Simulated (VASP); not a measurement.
# HfZn (Pm-3m) in VASP: single point with LDA

Aim: the single point of HfZn with LDA.

Everything below comes from runs of VASP 6.6.1. Logs are shortened: lines on timing, memory, paths and dates and some standing lists are left out, and cuts for length are marked.

## (1) The cell of the first run

The structure is cubic, space group Pm-3m (No. 221). Conventional cell: a = 3.275 Å, b = 3.275 Å, c = 3.275 Å, α = 90.00°, β = 90.00°, γ = 90.00°. Hf (site symmetry m-3m) has 8 Zn at 2.84 Å and 6 Hf at 3.28 Å within 3.7 Å. Zn (site symmetry m-3m) has 8 Hf at 2.84 Å and 6 Zn at 3.28 Å within 3.7 Å.

## (2) Single point, LDA

File INCAR:

```
SYSTEM = HfZn
PREC = Accurate
ENCUT = 520
EDIFF = 1E-7
ISMEAR = -1
SIGMA = 0.1
LREAL = .FALSE.
LASPH = .TRUE.
NELM = 80
ALGO = Normal
ISIF = 2
LWAVE = .FALSE.
LCHARG = .TRUE.
LELF = .TRUE.
LVHAR = .TRUE.
NBANDS = 18
```

File KPOINTS:

```
Automatic mesh
0
G
  6 6 6
  0 0 0
```

File POSCAR:

```
HfZn
1.0
    3.2751048400      0.0000000000      0.0000000000
    0.0000000000      3.2751048400      0.0000000000
    0.0000000000      0.0000000000      3.2751048400
Hf Zn
1 1
Direct
    0.5000000000      0.5000000000      0.5000000000
    0.0000000000      0.0000000000      0.0000000000
```

Potentials or basis: VASP PAW LDA potentials, release 64 (Hf_pv, Zn).

Run with:

```
cat potpaw_LDA.64/Hf_pv/POTCAR potpaw_LDA.64/Zn/POTCAR > POTCAR
mpirun -np 1 vasp_std > vasp.out
```

OUTCAR:

```text
SYSTEM = HfZn
   PREC = Accurate
   ENCUT = 520
   EDIFF = 1E-7
   ISMEAR = -1
   LREAL = .FALSE.
   LASPH = .TRUE.
   NELM = 80
   ISIF = 2

 ion  position               nearest neighbor table
   1  0.500  0.500  0.500-   2 2.84   2 2.84   2 2.84   2 2.84   2 2.84   2 2.84   2 2.84   2 2.84

   2  0.000  0.000  0.000-   1 2.84   1 2.84   1 2.84   1 2.84   1 2.84   1 2.84   1 2.84   1 2.84

  LATTYP: Found a simple cubic cell.
 ALAT       =     3.2751048400

  Lattice vectors:

 A1 = (   3.2751048400,   0.0000000000,   0.0000000000)
 A2 = (   0.0000000000,   3.2751048400,   0.0000000000)
 A3 = (   0.0000000000,   0.0000000000,   3.2751048400)

Analysis of symmetry for initial positions (statically):
=====================================================================
 Subroutine PRICEL returns:
 Original cell was already a primitive cell.

 Routine SETGRP: Setting up the symmetry group for a
 simple cubic supercell.

 Subroutine GETGRP returns: Found 48 space group operations
 (whereof 48 operations were pure point group operations)
 out of a pool of 48 trial point group operations.

The static configuration has the point symmetry O_h .

Analysis of symmetry for dynamics (positions and initial velocities):
=====================================================================
 Subroutine PRICEL returns:
 Original cell was already a primitive cell.

 Routine SETGRP: Setting up the symmetry group for a
 simple cubic supercell.

 Subroutine GETGRP returns: Found 48 space group operations
 (whereof 48 operations were pure point group operations)
 out of a pool of 48 trial point group operations.

The dynamic configuration has the point symmetry O_h .

 Subroutine INISYM returns: Found 48 space group operations
 (whereof 48 operations are pure point group operations),
 and found     1 'primitive' translations

----------------------------------------------------------------------------------------

                                     Primitive cell

  volume of cell :      35.1298

  direct lattice vectors                    reciprocal lattice vectors
     3.275104840  0.000000000  0.000000000     0.305333737  0.000000000  0.000000000
     0.000000000  3.275104840  0.000000000     0.000000000  0.305333737  0.000000000
     0.000000000  0.000000000  3.275104840     0.000000000  0.000000000  0.305333737

  length of vectors
     3.275104840  3.275104840  3.275104840     0.305333737  0.305333737  0.305333737

  position of ions in fractional coordinates (direct lattice)
     0.500000000  0.500000000  0.500000000
     0.000000000  0.000000000  0.000000000

  ion indices of the primitive-cell ions
   primitive index   ion index
                 1           1
                 2           2

----------------------------------------------------------------------------------------

 KPOINTS: Automatic mesh

Automatic generation of k-mesh.
 Grid dimensions read from file:
 generate k-points for:    6    6    6

 Generating k-lattice:

  Cartesian coordinates                     Fractional coordinates (reciprocal lattice)
     0.050888956  0.000000000  0.000000000     0.166666667  0.000000000  0.000000000
     0.000000000  0.050888956  0.000000000     0.000000000  0.166666667  0.000000000
     0.000000000  0.000000000  0.050888956     0.000000000  0.000000000  0.166666667

  Length of vectors
     0.050888956  0.050888956  0.050888956

  Shift w.r.t. Gamma in fractional coordinates (k-lattice)
     0.000000000  0.000000000  0.000000000

 Subroutine IBZKPT returns following result:
 ===========================================

 Found     20 irreducible k-points:

 Following reciprocal coordinates:
            Coordinates               Weight
  0.000000  0.000000  0.000000      1.000000
  0.166667  0.000000  0.000000      6.000000
  0.333333  0.000000  0.000000      6.000000
  0.500000  0.000000  0.000000      3.000000
  0.166667  0.166667  0.000000     12.000000
  0.333333  0.166667  0.000000     24.000000
[... 12 lines left out ...]
  0.500000  0.500000  0.333333      6.000000
  0.500000  0.500000  0.500000      1.000000
   k-points           NKPTS =     20   k-points in BZ     NKDIM =     20   number of bands    NBANDS=     18
   number of dos      NEDOS =    301   number of ions     NIONS =      2
   total plane-waves  NPLWV =  13824
   dimension x,y,z NGX =    24 NGY =   24 NGZ =   24
   dimension x,y,z NGXF=    48 NGYF=   48 NGZF=   48
   ions per type =               1   1
   NGX,Y,Z   is equivalent  to a cutoff of  12.18, 12.18, 12.18 a.u.
   NGXF,Y,Z  is equivalent  to a cutoff of  24.37, 24.37, 24.37 a.u.
 SYSTEM =  HfZn
   PREC   = accura    normal or accurate (medium, high low for compatibility)
   ISTART =      0    job   : 0-new  1-cont  2-samecut
   ICHARG =      2    charge: 1-file 2-atom 10-const
   ISPIN  =      1    spin polarized calculation?
   LNONCOLLINEAR =      F non collinear calculations
   LSORBIT =      F    spin-orbit coupling
   LASPH  =      T    aspherical Exc in radial PAW
   ENCUT  =  520.0 eV  38.22 Ry    6.18 a.u.   6.09  6.09  6.09*2*pi/ulx,y,z
   NELM   =     80;   NELMIN=  2; NELMDL= -5     # of ELM steps
   EDIFF  = 0.1E-06   stopping-criterion for ELM
   LREAL  =      F    real-space projection
   EDIFFG = 0.1E-05   stopping-criterion for IOM
   NSW    =      0    number of steps for IOM
   IBRION =     -1    ionic relax: 0-MD 1-quasi-New 2-CG
   NFREE  =      0    steps in history (QN), initial steepest desc. (CG)
   ISIF   =      2    stress and relaxation
   ISYM   =      2    0-nonsym 1-usesym 2-fastsym
   POTIM  = 0.5000    time-step for ionic-motion
   TEBEG  =    0.0;   TEEND  =   0.0 temperature during run
   PSTRESS=    0.0 pullay stress
   NELECT =      22.0000    total number of electrons
   NUPDOWN=      -1.0000    fix difference up-down
   EMIN   =  10.00;   EMAX   =-10.00  energy-range for DOS
   EFERMI =   0.00;   METHOD = LEGACY
   ISMEAR =    -1;   SIGMA  =   0.10  broadening in eV -4-tet -1-fermi 0-gaus
   EFERMI_NEDOS =   21; number of points for ismear=-14 and -15
   IALGO  =     38    algorithm
   IMIX   =      4    mixing-type and parameters
     AMIX     =   0.40;   BMIX     =  1.00
     AMIX_MAG =   1.60;   BMIX_MAG =  1.00
  volume/ion in A,a.u.               =      17.56       118.53
  Fermi-wavevector in a.u.,A,eV,Ry     =   1.400631  2.646810 26.691477  1.961768
  Thomas-Fermi vector in A             =   2.523573
   LORBIT       =      0    0 simple, 1 ext, 2 COOP (PROOUT), +10 PAW based schemes
   GGA     = CA    functional components
   LHFCALC =     F    Hartree Fock is set to
   AEXX    =    0.0000 exact exchange contribution
   IVDW    =     0    specifies the selected vdW correction
   LEPSILON=     F    determine dielectric tensor
   LRPA    =     F    only Hartree local field effects (RPA)
 non-spin polarized calculation
  energy-cutoff  :      520.00
  volume of cell :       35.13
 maximum number of plane-waves:       968
   NGX = 13   NGY = 13   NGZ = 13

 number of electron      21.9999990 magnetization

 Free energy of the ion-electron system (eV)
  ---------------------------------------------------
  ext. energy  EPLUGINS =         0.00000000
  ---------------------------------------------------
  free energy    TOTEN  =       -13.01374405 eV

  energy without entropy =      -12.98897823  energy(sigma->0) =      -13.00136114

 E-fermi :   4.2871     XC(G=0): -11.9874

 val. band max:        4.1720820439   @ k =   0.5000   0.1667   0.0000
 cond. band min:       4.3497055214   @ k =   0.5000   0.5000   0.1667
 fundamental gap:      0.1776234776
 Fermi energy:         4.2871231776

 k-point     1 :       0.0000    0.0000    0.0000
  band No.  band energies     occupation
      1     -26.1027      2.00000
      2     -26.1027      2.00000
      3     -26.1027      2.00000
      4      -4.6244      2.00000
      5      -3.2939      2.00000
      6      -3.2939      2.00000
[... 10 lines left out ...]
     17       9.8184      0.00000
     18      14.8164      0.00000

 k-point     2 :       0.1667    0.0000    0.0000
  band No.  band energies     occupation
      1     -26.1892      2.00000
      2     -26.0956      2.00000
      3     -26.0956      2.00000
      4      -4.1178      2.00000
      5      -3.2547      2.00000
      6      -3.2038      2.00000
[... 10 lines left out ...]
     17      11.6636      0.00000
     18      16.0059      0.00000

 k-point     3 :       0.3333    0.0000    0.0000
  band No.  band energies     occupation
      1     -26.3579      2.00000
      2     -26.0813      2.00000
      3     -26.0813      2.00000
      4      -3.1752      2.00000
      5      -3.1270      2.00000
      6      -2.9659      2.00000
[... 10 lines left out ...]
     17      14.2018      0.00000
     18      14.3658      0.00000

 k-point     4 :       0.5000    0.0000    0.0000
  band No.  band energies     occupation
      1     -26.4403      2.00000
      2     -26.0742      2.00000
      3     -26.0742      2.00000
      4      -3.1350      2.00000
      5      -3.0162      2.00000
      6      -2.9777      2.00000
[... 291 lines left out ...]
      4      -3.1979      2.00000
      5      -3.0969      2.00000
      6      -3.0903      2.00000
[... 10 lines left out ...]
     17      14.0125      0.00000
     18      14.3343      0.00000

 k-point    19 :       0.5000    0.5000    0.3333
  band No.  band energies     occupation
      1     -26.3638      2.00000
      2     -26.3638      2.00000
      3     -26.2783      2.00000
      4      -3.1684      2.00000
      5      -3.1078      2.00000
      6      -3.1078      2.00000
[... 10 lines left out ...]
     17      11.5441      0.00000
     18      15.6718      0.00000

 k-point    20 :       0.5000    0.5000    0.5000
  band No.  band energies     occupation
      1     -26.3543      2.00000
      2     -26.3543      2.00000
      3     -26.3543      2.00000
      4      -3.1088      2.00000
      5      -3.1088      2.00000
      6      -3.1088      2.00000
[... 10 lines left out ...]
     17      10.3067      0.00000
     18      13.3986      0.00000

------------------------ aborting loop because EDIFF is reached ----------------------------------------

  FORCE on cell =-STRESS in cart. coord.  units (eV):
  Direction    XX          YY          ZZ          XY          YZ          ZX
  --------------------------------------------------------------------------------------
  -------------------------------------------------------------------------------------
  Total       -1.3158392     -1.3158392     -1.3158392      0.0000000      0.0000000      0.0000000
  in kB      -60.0119567    -60.0119567    -60.0119567      0.0000000      0.0000000      0.0000000
  external PRESSURE =     -60.0119567 kB  Pullay stress =       0.0000000 kB

 VOLUME and BASIS-vectors are now :
 -----------------------------------------------------------------------------
  energy-cutoff  :      520.00
  volume of cell :       35.13
      direct lattice vectors                 reciprocal lattice vectors
     3.275104840  0.000000000  0.000000000     0.305333737  0.000000000  0.000000000
     0.000000000  3.275104840  0.000000000     0.000000000  0.305333737  0.000000000
     0.000000000  0.000000000  3.275104840     0.000000000  0.000000000  0.305333737

 POSITION                                       TOTAL-FORCE (eV/Angst)
 -----------------------------------------------------------------------------------
      1.63755      1.63755      1.63755         0.000000      0.000000      0.000000
      0.00000      0.00000      0.00000         0.000000      0.000000      0.000000
 -----------------------------------------------------------------------------------
    total drift:                                0.000000      0.000000     -0.000000

  FREE ENERGIE OF THE ION-ELECTRON SYSTEM (eV)
  ---------------------------------------------------
  free  energy   TOTEN  =       -13.0137440487 eV

  energy  without entropy=      -12.9889782276  energy(sigma->0) =      -13.00136114
```

It took 4.4 s on 1 thread of Intel Xeon 6975P-C (Granite Rapids), shared host; peak memory 0.13 GiB.

Results:

- Free energy: -13.0137 eV
- Pressure: -6.0 GPa
- Band gap on the k mesh: zero (band 11 reaches 4.17 eV, above the bottom of band 12 at 3.73 eV)

Levels at points of the mesh, in eV from the Fermi level:
```tsv
k point	band 7	band 8	band 9	band 10	band 11	band 12	band 13	band 14	band 15	band 16
(0.00, 0.00, 0.00)	-7.22	-7.22	-7.22	-0.80	-0.80	4.20	4.20	4.20	5.53	5.53
(0.50, 0.00, 0.00)	-7.26	-7.17	-5.06	-4.56	-0.50	0.91	0.91	4.28	5.79	9.30
(0.50, 0.50, 0.00)	-7.38	-6.97	-4.55	-0.77	-0.55	-0.55	2.52	2.52	5.85	7.26
(0.50, 0.50, 0.50)	-6.96	-6.96	-2.86	-2.86	-2.86	0.46	5.71	5.71	5.71	6.02
```

Caveat: spin-orbit coupling is left out, which moves the levels of the heavy elements.
